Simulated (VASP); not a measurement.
# Y3V: single point with PBE

The system is Y3V.

```
Y V
1.0
     0.00000    3.81222    3.81222
     3.81222    0.00000    3.81222
     3.81222    3.81222    0.00000
Y V
3 1
Direct
  0.25000 0.25000 0.25000
  0.75000 0.75000 0.75000
  0.50000 0.50000 0.50000
  0.00000 0.00000 0.00000
```

| Property | Result |
| --- | --- |
| Program | VASP 6.6.1 |
| Task | single point |
| Functional | PBE |
| Potentials or basis | VASP PAW PBE potentials, release 64 (Y_sv, V_sv) |
| Cutoff | 520 eV |
| k mesh | 10 × 10 × 10 |
| Occupations | gaussian, width 0.1 eV |
| Spin | no spin polarisation |

```yaml
Pressure: -2.4 GPa
Band_gap_on_the_k_mesh: zero (bands 23 and 24 overlap by 0.32 eV)
```

Levels at points of the mesh, in eV from the Fermi level:
| k point | band 21 | band 22 | band 23 | band 24 | band 25 | band 26 |
| --- | --- | --- | --- | --- | --- | --- |
| (0.00, 0.00, 0.00) | -0.27 | -0.27 | -0.20 | -0.20 | -0.20 | 1.28 |
| (0.50, 0.00, 0.00) | -0.40 | -0.40 | -0.25 | -0.01 | -0.01 | 0.16 |
| (0.50, 0.50, 0.00) | -0.10 | -0.10 | -0.05 | 0.63 | 0.99 | 0.99 |

It took 11 min on 1 thread of Intel(R) Xeon(R) Platinum 8375C CPU @ 2.90GHz (Ice Lake) (shared host), peak memory 0.36 GiB.
